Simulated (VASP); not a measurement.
Here is a VASP 6.6.1 calculation.

File INCAR:

```
SYSTEM = InGa3P4
ALGO = Normal
EDIFF = 1E-7
EDIFFG = -0.01
ENCUT = 600
GGA = PE
IBRION = 2
ISIF = 4
ISMEAR = 0
LASPH = .True.
LCHARG = .False.
LREAL = .False.
LWAVE = .False.
NELM = 60
NSW = 50
PREC = Accurate
SIGMA = 0.02
```

KPOINTS

```
k-points
0
Gamma
  8 8 4
  0 0 0
```

POSCAR

```
InGa3P4
1.0
    3.7975348478      0.0000000000      0.0000000000
    0.0000000000      3.7975348478      0.0000000000
    0.0000000000      0.0000000000     10.8308709641
In Ga P
1 3 4
Direct
    0.5000000000      0.5000000000      0.0000000000
    0.0000000000      0.0000000000      0.7397712215
    0.0000000000      0.0000000000      0.2602287785
    0.5000000000      0.5000000000      0.5000000000
    0.5000000000      0.0000000000      0.8583363350
    0.0000000000      0.5000000000      0.1416636650
    0.5000000000      0.0000000000      0.3801785285
    0.0000000000      0.5000000000      0.6198214715
```

Potentials or basis: VASP PAW PBE potentials, release 64 (In_d, Ga_d, P).

Command:

```bash
$ cat potpaw_PBE.64/In_d/POTCAR potpaw_PBE.64/Ga_d/POTCAR potpaw_PBE.64/P/POTCAR > POTCAR
$ mpirun -np 1 vasp_std > vasp.out
```

Question: Predict the band gap on the k mesh.

Answer: 1.36 eV (least direct gap 1.37 eV).

Final structure:
```yaml
crystal:
  lattice:
    - [3.79708, 0.00000, 0.00000]
    - [0.00000, 3.79708, 0.00000]
    - [0.00000, 0.00000, 10.83347]
  atoms:
    - { symbol: In, position: [0.50000, 0.50000, 0.00000] }
    - { symbol: Ga, position: [0.00000, 0.00000, 0.73979] }
    - { symbol: Ga, position: [0.00000, 0.00000, 0.26021] }
    - { symbol: Ga, position: [0.50000, 0.50000, 0.50000] }
    - { symbol: P, position: [0.50000, 0.00000, 0.85819] }
    - { symbol: P, position: [0.00000, 0.50000, 0.14181] }
    - { symbol: P, position: [0.50000, 0.00000, 0.38018] }
    - { symbol: P, position: [0.00000, 0.50000, 0.61982] }
```

Caveat: spin-orbit coupling is left out, which moves the levels of the heavy elements. A k mesh can miss the band edges.
